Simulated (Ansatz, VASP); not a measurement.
# SiC: VASP beside Ansatz

```
Si C
1.0
     3.09201    0.00000    0.00000
    -1.54601    2.67776    0.00000
     0.00000    0.00000    5.07382
Si C
2 2
Direct
  0.33333 0.66667 0.00456
  0.66667 0.33333 0.50456
  0.33333 0.66667 0.38044
  0.66667 0.33333 0.88044
```

Alike in both runs: functional PBE; k mesh 12 × 12 × 6; occupations gaussian, width 0.02 eV; no spin polarisation.

Ansatz relaxed the structure, and its values are those at the end. VASP's run is a single point on that final structure, the one shown.

|  | VASP | Ansatz |
| --- | --- | --- |
| version | VASP 6.6.1 | Ansatz 0.2.0 |
| potentials or method | VASP PAW PBE potentials, release 64 (Si, C), cutoff 520 eV | scalar-relativistic, plane waves, PAW |
| valence electrons in the cell | 16 | 16 |

Ansatz gave:

- gap on the k mesh at the Fermi level (eV): 2.31
- least direct gap on the mesh (eV): 3.95
- pressure (GPa): 0.0

Question: What did VASP give for the same quantities?

Answer: gap on the k mesh at the Fermi level (eV): 2.30; least direct gap on the mesh (eV): 3.94; pressure (GPa): 0.0.

The functional is the same, so the differences come from potentials, cutoffs and numerics.
